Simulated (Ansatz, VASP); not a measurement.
# MgS in VASP and in Ansatz

POSCAR

```
MgS
1.0
    4.0286256320      0.0000000000      0.0000000000
   -2.0143128160      3.4888921397      0.0000000000
    0.0000000000      0.0000000000      6.4543927776
Mg S
2 2
Direct
    0.3333333333      0.6666666667     -0.0028727191
    0.6666666667      0.3333333333      0.4971272809
    0.3333333333      0.6666666667      0.3778727191
    0.6666666667      0.3333333333      0.8778727191
```

INCAR.step1

```
SYSTEM = MgS
PREC = Accurate
ENCUT = 520
EDIFF = 1E-5
ISMEAR = 0
SIGMA = 0.01
LREAL = .FALSE.
LASPH = .TRUE.
NELM = 100
ALGO = Normal
ISIF = 2
LWAVE = .TRUE.
NBANDS = 16
GGA = PE
```

File INCAR.step2:

```
SYSTEM = MgS
PREC = Accurate
ENCUT = 520
EDIFF = 1E-6
ISMEAR = 0
SIGMA = 0.01
LREAL = .FALSE.
LASPH = .TRUE.
NELM = 100
ALGO = Normal
ISIF = 2
LWAVE = .FALSE.
LCHARG = .TRUE.
GGA = PE
LHFCALC = .TRUE.
AEXX = 0.4
HFSCREEN = 0.3
PRECFOCK = Normal
LELF = .TRUE.
LVHAR = .TRUE.
NBANDS = 16
ISTART = 1
```

File KPOINTS:

```
regular mesh
0
G
  6 6 2
  0 0 0
```

Input for Ansatz:

```yaml
crystal:
  lattice:
    - [4.028625632, 0.0, 0.0]
    - [-2.014312816, 3.4888921397, 0.0]
    - [0.0, 0.0, 6.4543927776]
  atoms:
    - { symbol: Mg, position: [0.3333333333, 0.6666666667, -0.0028727191] }
    - { symbol: Mg, position: [0.6666666667, 0.3333333333, 0.4971272809] }
    - { symbol: S, position: [0.3333333333, 0.6666666667, 0.3778727191] }
    - { symbol: S, position: [0.6666666667, 0.3333333333, 0.8778727191] }
kpoints:
  mp_grid: { grid: [6, 6, 2] }
hamiltonian:
  xc: { exchange: pbe, correlation: pbe, exx: { coeff: 0.4, omega: 0.3 } }
scf:
  occupations: { method: fixed }
  n_extra_bands: 5
output:
  forces: true
  stress: true
  eigenvalues: true
```

Alike in both runs: task single point; functional PBE-based screened hybrid with a share of 0.4 of exact exchange and HFSCREEN = 0.3; k mesh 6 × 6 × 2; no spin polarisation.

|  | VASP | Ansatz |
| --- | --- | --- |
| version | VASP 6.6.1 | Ansatz 0.2.0 |
| potentials or method | VASP PAW PBE potentials, release 64 (Mg, S) | plane waves |
| plane-wave cutoff (eV) | 520 | 420 |
| occupations | gaussian, width 0.01 eV | fixed |
| valence electrons in the cell | 16 | 32 |

```csv
,VASP,Ansatz,Ansatz less VASP
gap on the k mesh at the Fermi level (eV),4.84,4.86,+0.022
pressure (GPa),-0.6,-0.4,+0.19
```

VASP's potentials were made for PBE, not for PBE-based screened hybrid. VASP's potentials hold 16 valence electrons a cell and Ansatz's 32, so a difference there can come from the potentials and not from the codes. Ansatz's warnings: stress exchange threshold loose, stress scf threshold loose.

The k mesh is coarse, so the values compare programs but aren't converged.
